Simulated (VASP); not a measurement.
# GaH3N in VASP: single point with PBE

Aim: the single point of GaH3N with PBE.

All numbers are computed with VASP 6.6.1; they aren't measurements. Logs are shortened: lines on timing, memory, paths and dates and some standing lists are left out, and cuts for length are marked.

## 1. The cell of the first run

The cell holds a wire or tube with vacuum around it, 30 atoms: a = 15.200 Å, b = 15.100 Å, c = 7.733 Å, α = 90.00°, β = 90.00°, γ = 90.00°.

## 2. Single point, PBE

The input, INCAR:

```
PREC = Accurate
ENCUT = 520
EDIFF = 1E-6
ISMEAR = 0
SIGMA = 0.05
LREAL = Auto
LASPH = True
NELM = 100
ALGO = Normal
ISIF = 2
LWAVE = False
LCHARG = False
GGA = PE
NBANDS = 84
```

The input, KPOINTS:

```
regular mesh
0
Gamma
  1 1 4
```

The input, POSCAR:

```
GaH3N
1.0
   15.2000000000      0.0000000000      0.0000000000
    0.0000000000     15.1000000000      0.0000000000
    0.0000000000      0.0000000000      7.7325215014
Ga N H
6 6 18
Direct
    0.5395324283      0.5987319751     -0.0173763319
    0.5391015527      0.3787980298     -0.0122586985
    0.4227609620      0.6258189255      0.3306967693
    0.3506576252      0.4880400232     -0.0121484928
    0.6212094645      0.5106374950      0.3307697914
    0.4759756838      0.4879428163      0.6697576960
    0.5417469100      0.6026763305      0.2457242273
    0.5738880321      0.3968398927      0.2444711154
    0.4242164252      0.6026182932      0.5865022563
    0.3486670802      0.5275289174      0.2444660359
    0.6005334423      0.5002709843      0.5865392232
    0.4763066510      0.4883398399      0.9199608983
    0.6390539037      0.5928084110      0.9215939840
    0.4847103531      0.6824751705      0.9213714834
    0.5750824182      0.6609276534      0.2661097087
    0.6311345106      0.3751916224      0.8910033882
    0.4768652345      0.2959292693      0.9918438655
    0.3849844888      0.7190627577      0.2872342772
    0.5214434231      0.3772312393      0.3185454665
    0.6207296946      0.3491869799      0.2650087283
    0.3611850658      0.6040401381      0.6344706422
    0.4543352003      0.6531942069      0.6528815272
    0.3013680607      0.5662723824      0.8908899767
    0.3107885805      0.3922212011      0.9921659229
    0.7203526211      0.5244167717      0.2874662885
    0.3580113907      0.4720568351      0.3186879526
    0.2842289320      0.5445154445      0.2648397115
    0.6333049069      0.4460649352      0.6345557054
    0.6289030197      0.5518429750      0.6529722375
    0.4315299195      0.4103130424      0.5651490928
```

Potentials or basis: VASP PAW PBE potentials, release 64 (Ga_d, N, H).

Launch:

```console
cat potpaw_PBE.64/Ga_d/POTCAR potpaw_PBE.64/N/POTCAR potpaw_PBE.64/H/POTCAR > POTCAR
mpirun -np 1 vasp_std > vasp.out
```

OUTCAR:

```text
PREC = Accurate
   ENCUT = 520
   EDIFF = 1E-6
   ISMEAR = 0
   LREAL = Auto
   LASPH = True
   NELM = 100
   ISIF = 2
   GGA = PE

 ion  position               nearest neighbor table
   1  0.540  0.599  0.983-  14 1.59  13 1.59  12 1.98   7 2.04
   2  0.539  0.379  0.988-  17 1.57  16 1.59  12 1.98   8 2.07
   3  0.423  0.626  0.331-  18 1.56   7 1.96  10 1.98   9 2.01
   4  0.351  0.488  0.988-  24 1.57  23 1.59  12 1.98  10 2.07
   5  0.621  0.511  0.331-  25 1.56   7 1.96   8 1.98  11 2.01
   6  0.476  0.488  0.670-  30 1.58  12 1.93   9 2.01  11 2.01
   7  0.542  0.603  0.246-  15 1.03   5 1.96   3 1.96   1 2.04
   8  0.574  0.397  0.244-  20 1.02  19 1.03   5 1.98   2 2.07
   9  0.424  0.603  0.587-  21 1.03  22 1.03   6 2.01   3 2.01
  10  0.349  0.528  0.244-  27 1.02  26 1.03   3 1.98   4 2.07
  11  0.601  0.500  0.587-  28 1.03  29 1.03   6 2.01   5 2.01
  12  0.476  0.488  0.920-   6 1.93   2 1.98   4 1.98   1 1.98
  13  0.639  0.593  0.922-   1 1.59
  14  0.485  0.682  0.921-   1 1.59
  15  0.575  0.661  0.266-   7 1.03
  16  0.631  0.375  0.891-   2 1.59
  17  0.477  0.296  0.992-   2 1.57
  18  0.385  0.719  0.287-   3 1.56
[... 10 lines left out ...]
  29  0.629  0.552  0.653-  11 1.03
  30  0.432  0.410  0.565-   6 1.58

  LATTYP: Found a simple orthorhombic cell.
 ALAT       =     7.7325215014
 B/A-ratio  =     1.9527912075
 C/A-ratio  =     1.9657235996

  Lattice vectors:

 A1 = (   0.0000000000,   0.0000000000,  -7.7325215014)
 A2 = (   0.0000000000,  15.1000000000,   0.0000000000)
 A3 = (  15.2000000000,   0.0000000000,   0.0000000000)

Analysis of symmetry for initial positions (statically):
=====================================================================
 Subroutine PRICEL returns:
 Original cell was already a primitive cell.

 Routine SETGRP: Setting up the symmetry group for a
 simple orthorhombic supercell.

 Subroutine GETGRP returns: Found  1 space group operations
 (whereof  1 operations were pure point group operations)
 out of a pool of  8 trial point group operations.

The static configuration has the point symmetry C_1 .

Analysis of symmetry for dynamics (positions and initial velocities):
=====================================================================
 Subroutine PRICEL returns:
 Original cell was already a primitive cell.

 Routine SETGRP: Setting up the symmetry group for a
 simple orthorhombic supercell.

 Subroutine GETGRP returns: Found  1 space group operations
 (whereof  1 operations were pure point group operations)
 out of a pool of  8 trial point group operations.

[... 135 lines left out ...]
   LREAL  =      T    real-space projection
   EDIFFG = 0.1E-04   stopping-criterion for IOM
   NSW    =      0    number of steps for IOM
[... 5 lines left out ...]
   TEBEG  =    0.0;   TEEND  =   0.0 temperature during run
   PSTRESS=    0.0 pullay stress
   NELECT =     126.0000    total number of electrons
   NUPDOWN=      -1.0000    fix difference up-down
   EMIN   =  10.00;   EMAX   =-10.00  energy-range for DOS
   EFERMI =   0.00;   METHOD = LEGACY
   ISMEAR =     0;   SIGMA  =   0.05  broadening in eV -4-tet -1-fermi 0-gaus
   EFERMI_NEDOS =   21; number of points for ismear=-14 and -15
   IALGO  =     38    algorithm
   IMIX   =      4    mixing-type and parameters
     AMIX     =   0.40;   BMIX     =  1.00
     AMIX_MAG =   1.60;   BMIX_MAG =  1.00
  volume/ion in A,a.u.               =      59.16       399.22
  Fermi-wavevector in a.u.,A,eV,Ry     =   0.677877  1.281002  6.252118  0.459518
  Thomas-Fermi vector in A             =   1.755616
   LORBIT       =      0    0 simple, 1 ext, 2 COOP (PROOUT), +10 PAW based schemes
   GGA     = PE    functional components
   LHFCALC =     F    Hartree Fock is set to
   AEXX    =    0.0000 exact exchange contribution
   IVDW    =     0    specifies the selected vdW correction
   LEPSILON=     F    determine dielectric tensor
   LRPA    =     F    only Hartree local field effects (RPA)
 non-spin polarized calculation
 Gauss-broadening in eV      SIGMA  =   0.05
  energy-cutoff  :      520.00
  volume of cell :     1774.77
 maximum number of plane-waves:     47829
 NGX is ok and might be reduce to   120
   NGX = 57   NGY = 57   NGZ = 29

 number of electron     125.9999995 magnetization

 Free energy of the ion-electron system (eV)
  ---------------------------------------------------
  ext. energy  EPLUGINS =         0.00000000
  ---------------------------------------------------
  free energy    TOTEN  =      -134.13167345 eV

  energy without entropy =     -134.13167345  energy(sigma->0) =     -134.13167345

 E-fermi :  -4.9242     XC(G=0):  -2.1215

 val. band max:       -5.2024579519   @ k =   0.0000   0.0000   0.0000
 cond. band min:      -0.5157264362   @ k =   0.0000   0.0000   0.5000
 fundamental gap:      4.6867315157
 Fermi energy:        -4.9242460849

 k-point     1 :       0.0000    0.0000    0.0000
  band No.  band energies     occupation
      1     -21.1050      2.00000
      2     -20.9651      2.00000
      3     -20.8561      2.00000
      4     -20.8038      2.00000
      5     -20.0302      2.00000
      6     -19.0070      2.00000
[... 223 lines left out ...]
     74       1.3007      0.00000
     75       1.4120      0.00000
 [bands above 75 left out]

------------------------ aborting loop because EDIFF is reached ----------------------------------------

  FORCE on cell =-STRESS in cart. coord.  units (eV):
  Direction    XX          YY          ZZ          XY          YZ          ZX
  --------------------------------------------------------------------------------------
  -------------------------------------------------------------------------------------
  Total       -0.3187638     -0.3534200     -0.4157989     -0.0350717     -0.0101578     -0.0048878
  in kB       -0.2877650     -0.3190510     -0.3753637     -0.0316610     -0.0091700     -0.0044124
  external PRESSURE =      -0.3273932 kB  Pullay stress =       0.0000000 kB

 VOLUME and BASIS-vectors are now :
 -----------------------------------------------------------------------------
  energy-cutoff  :      520.00
  volume of cell :     1774.77
      direct lattice vectors                 reciprocal lattice vectors
    15.200000000  0.000000000  0.000000000     0.065789474  0.000000000  0.000000000
     0.000000000 15.100000000  0.000000000     0.000000000  0.066225166  0.000000000
     0.000000000  0.000000000  7.732521501     0.000000000  0.000000000  0.129323921

 POSITION                                       TOTAL-FORCE (eV/Angst)
 -----------------------------------------------------------------------------------
      8.20089      9.04085      7.59816         0.009246      0.013473     -0.028471
      8.19434      5.71985      7.63773         0.011476     -0.016272     -0.030761
      6.42597      9.44987      2.55712        -0.007949      0.025804     -0.014796
      5.33000      7.36940      7.63858        -0.021797      0.001051     -0.030640
      9.44238      7.71063      2.55768         0.025917      0.005709     -0.014417
      7.23483      7.36794      5.17892        -0.022418     -0.038512     -0.015157
[... 22 lines left out ...]
      9.55933      8.33283      5.04912        -0.001881      0.012109     -0.004398
      6.55925      6.19573      4.37003         0.009442      0.016240      0.009585
 -----------------------------------------------------------------------------------
    total drift:                               -0.004652     -0.008999      0.004354

  FREE ENERGIE OF THE ION-ELECTRON SYSTEM (eV)
  ---------------------------------------------------
  free  energy   TOTEN  =      -134.1316734466 eV

  energy  without entropy=     -134.1316734466  energy(sigma->0) =     -134.13167345
```

OSZICAR:

```text
N       E                     dE             d eps       ncg     rms          rms(c)
DAV:   1     0.927226553318E+03    0.92723E+03   -0.48896E+04   608   0.117E+03
DAV:   2     0.716439591496E+02   -0.85558E+03   -0.82584E+03   744   0.273E+02
DAV:   3    -0.135409734890E+03   -0.20705E+03   -0.20574E+03   704   0.125E+02
[... 22 lines left out ...]
DAV:  26    -0.134131658384E+03   -0.11435E-04   -0.75075E-07   496   0.581E-03    0.159E-03
DAV:  27    -0.134131666461E+03   -0.80768E-05   -0.37533E-07   412   0.479E-03    0.917E-04
DAV:  28    -0.134131670157E+03   -0.36963E-05   -0.33488E-07   436   0.330E-03    0.454E-04
DAV:  29    -0.134131672859E+03   -0.27018E-05   -0.23763E-07   396   0.276E-03    0.605E-04
DAV:  30    -0.134131673447E+03   -0.58786E-06   -0.76942E-08   488   0.189E-03
   1 F= -.13413167E+03 E0= -.13413167E+03  d E =-.318949E-15
```

stdout:

```text
POSCAR found type information on POSCAR GaN H
 POSCAR found :  3 types and      30 ions
 scaLAPACK will be used
 LDA part: xc-table for (Slater+PW92), standard interpolation
 POSCAR, INCAR and KPOINTS ok, starting setup
 FFT: planning ... GRIDC
 FFT: planning ... GRID_SOFT
 FFT: planning ... GRID
 WAVECAR not read
 entering main loop
```

It took 31 min on 1 thread of Intel Xeon 8259CL, shared host; peak memory 1.5 GiB.

Results:

```yaml
Free_energy: -134.1317 eV
Largest_force: 0.047 eV/Å
Band_gap_on_the_k_mesh: 4.69 eV (least direct gap 4.71 eV)
```

Forces in eV/Å, atoms in the order of the input:
```
Ga   0.009  0.013 -0.028
Ga   0.011 -0.016 -0.031
Ga  -0.008  0.026 -0.015
Ga  -0.022  0.001 -0.031
Ga   0.026  0.006 -0.014
Ga  -0.022 -0.039 -0.015
N   -0.005 -0.008  0.013
N   -0.005 -0.026  0.020
N   -0.004  0.020  0.005
N   -0.020 -0.018  0.020
N    0.019  0.007  0.005
N   -0.003 -0.005  0.007
H   -0.017  0.003  0.008
H    0.012 -0.014  0.009
H    0.011  0.020  0.003
H   -0.012 -0.006  0.010
H    0.022  0.022  0.007
H    0.011 -0.024  0.007
H   -0.012  0.009  0.006
H    0.011  0.004 -0.011
H   -0.012 -0.013  0.002
H    0.011  0.004 -0.004
H    0.000 -0.014  0.010
H    0.009  0.030  0.007
H   -0.026 -0.002  0.007
H    0.014 -0.006  0.006
H   -0.002  0.012 -0.011
H   -0.005 -0.017  0.003
H   -0.002  0.012 -0.004
H    0.009  0.016  0.010
```
